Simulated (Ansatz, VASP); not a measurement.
Two plane-wave programs on Te6Mo3H

```
Te Mo H
1.0
     3.43343    0.00000    0.00000
    -1.71672    2.97344    0.00000
     0.00000    0.00000   20.77043
Te Mo H
6 3 1
Cartesian
  0.0000 0.0000 18.9546
  0.0000 1.9823 12.2916
  0.0000 1.9823 4.8459
  0.0000 1.9823 15.9246
  0.0000 1.9823 8.4789
  0.0000 0.0000 1.8158
  0.0000 0.0000 14.1062
  0.0000 0.0000 6.6642
  0.0000 1.9823 0.0000
  0.7237 -1.5645 10.4339
```

Alike in both runs: task single point; functional PBEsol; dispersion D3(BJ); k mesh 9 × 9 × 2; occupations gaussian, width 0.05 eV; no spin polarisation.

```csv
,VASP,Ansatz
version,VASP 6.6.1,Ansatz 0.2.0
potentials or method,"VASP PAW PBE potentials, release 64 (Te, Mo_sv, H), cutoff 400 eV","scalar-relativistic, plane waves, PAW"
valence electrons in the cell,79,139
```

Ansatz gave:

```
gap on the k mesh at the Fermi level (eV)                     : none
pressure (GPa)                                                : -0.4
traceless stress, the component that is largest in VASP (GPa) : 0.37
rms of the force components (eV/Å)                            : 0.095
```

Question: Estimate VASP's values.

Answer: gap on the k mesh at the Fermi level (eV): none; pressure (GPa): -0.5; traceless stress, the component that is largest in VASP (GPa): 0.37; rms of the force components (eV/Å): 0.101.

VASP's potentials were made for PBE, not for PBEsol, and Ansatz warns of the same on its side. Atom by atom the forces differ by 0.014 eV/Å (rms over components). A gap of «none» marks a metal or a gap that the smearing closes. VASP's potentials hold 79 valence electrons a cell and Ansatz's 139, so a difference there can come from the potentials and not from the codes.

Spin-orbit coupling is off throughout.
